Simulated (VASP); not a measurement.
A run of VASP 6.6.1 is set up as follows.

Contents of INCAR:

```
PREC = Accurate
ENCUT = 520
EDIFF = 1E-6
ISMEAR = 0
SIGMA = 0.1
LREAL = False
LASPH = True
NELM = 100
ALGO = Normal
ISIF = 2
LWAVE = False
LCHARG = False
GGA = PE
NBANDS = 14
```

File KPOINTS:

```
Automatic mesh
0
Gamma
  6 6 4
```

POSCAR

```
Al2H5
1.0
    3.7071630300      0.0000000000      0.0000000000
   -1.8535815100      3.2104973600      0.0000000000
    0.0000000000      0.0000000000      6.0572610200
Al H
2 5
Direct
    0.0000000000      0.0000000000      0.0000000000
    0.3333333300      0.6666666700      0.0000000000
    0.8326978800      0.1673021200      0.5000000000
    0.8326978800      0.6653957600      0.5000000000
    0.3346042400      0.1673021200      0.5000000000
    0.0000000000      0.0000000000      0.6346500500
    0.0000000000      0.0000000000      0.3653499500
```

Potentials or basis: VASP PAW PBE potentials, release 64 (Al, H).

Command:

```sh
$ cat potpaw_PBE.64/Al/POTCAR potpaw_PBE.64/H/POTCAR > POTCAR
$ mpirun -np 1 vasp_std > vasp.out
```

Problem. What does it give for the largest force?

Solution. 1.053 eV/Å.

Problem. Predict the pressure.

Solution. 16.3 GPa.

Stress tensor (GPa, compression positive):
```
28.87  0.00  0.00
 0.00 28.87  0.00
 0.00  0.00 -8.74
```

Caveat: forces of over 1 eV/Å act on the atoms, so gaps and moduli don't describe the material at rest.
